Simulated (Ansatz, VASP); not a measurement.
## Sn in VASP and in Ansatz

The input INCAR:

```
  PREC = Accurate
  ENCUT = 520
  EDIFF = 1E-6
  ISMEAR = -1
  SIGMA = 0.1
  LREAL = False
  LASPH = True
  NELM = 60
  ALGO = Normal
  ISIF = 2
  LWAVE = False
  LCHARG = False
  GGA = RE
  NBANDS = 13
```

The input KPOINTS:

```
Automatic mesh
0
Gamma
  11 11 11
```

The input POSCAR:

```
Sn
1.0
    2.9761894284      0.0000000000      0.0000000000
    0.0000000000      2.9761894284      0.0000000000
    0.0000000000      0.0000000000      2.9761894284
Sn
1
Direct
    0.0000000000      0.0000000000      0.0000000000
```

Input for Ansatz:

```yaml
crystal:
  lattice:
    - [2.9761894284, 0.0, 0.0]
    - [0.0, 2.9761894284, 0.0]
    - [0.0, 0.0, 2.9761894284]
  atoms:
    - { symbol: Sn, position: [0.0, 0.0, 0.0] }
hamiltonian:
  xc: revpbe
  pseudopotentials:
    kind: paw
    azcp:
      Sn: "pseudopotentials/Sn.paw.azcp"
basis:
  ecutwfc: 420
  fft_grid_basis: typed
kpoints:
  mp_grid: { grid: [11, 11, 11], shift: [0, 0, 0] }
magnetization:
  spin_polarized: false
scf:
  occupations: { method: fermi_dirac, width: 0.1 }
  lower_state_search: "off"
output:
  stress: true
  write_density: true
  write_potential: true
  elf: true
  volumetric_format: npy
```

Alike in both runs: task single point; functional revPBE; k mesh 11 × 11 × 11; occupations fermi-dirac, width 0.1 eV; no spin polarisation.

|  | VASP | Ansatz |
| --- | --- | --- |
| version | VASP 6.6.1 | Ansatz 0.2.0 |
| potentials or method | VASP PAW PBE potentials, release 64 (Sn_d), cutoff 520 eV | plane waves (420 eV) with PAW, scalar-relativistic |
| valence electrons in the cell | 14 | 14 |

```csv
,VASP,Ansatz,Ansatz less VASP
pressure (GPa),8.0,8.0,+0.02
```

VASP's potentials were made for PBE, not for revPBE.
